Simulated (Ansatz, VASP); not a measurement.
# CsMgBiO3: VASP beside Ansatz

```
Cs Mg Bi O
1.0
     3.23052    1.86514    3.79701
    -3.23052    1.86514    3.79701
     0.00000   -3.73028    3.79701
Cs Mg Bi O
1 1 1 3
Direct
  0.91728 0.91728 0.91728
  0.30219 0.30219 0.30219
  0.56530 0.56530 0.56530
  0.49139 0.98224 0.49139
  0.49139 0.49139 0.98224
  0.98224 0.49139 0.49139
```

Alike in both runs: task relaxation of cell and atoms; functional PBE; dispersion D4; k mesh 4 × 4 × 4; occupations fermi-dirac, width 0.01 eV; no spin polarisation.

|  | VASP | Ansatz |
| --- | --- | --- |
| version | VASP 6.6.1 | Ansatz 0.2.0 |
| potentials or method | VASP PAW PBE potentials, release 64 (Cs_sv, Mg, Bi_d, O) | plane waves, PAW |
| plane-wave cutoff (eV) | 600 | 420 |
| valence electrons in the cell | 44 | 52 |

Ansatz gave:

| Quantity | Value |
| --- | --- |
| relaxed volume (Å³/atom) | 23.12 |
| relaxed length of the cell vector where the two differ most in proportion (Å) | 5.374 |

Estimate VASP's values.

relaxed volume (Å³/atom): 23.02; relaxed length of the cell vector where the two differ most in proportion (Å): 5.361.

VASP's potentials hold 44 valence electrons a cell and Ansatz's 52, so a difference there can come from the potentials and not from the codes.

Neither program's run includes spin-orbit coupling.
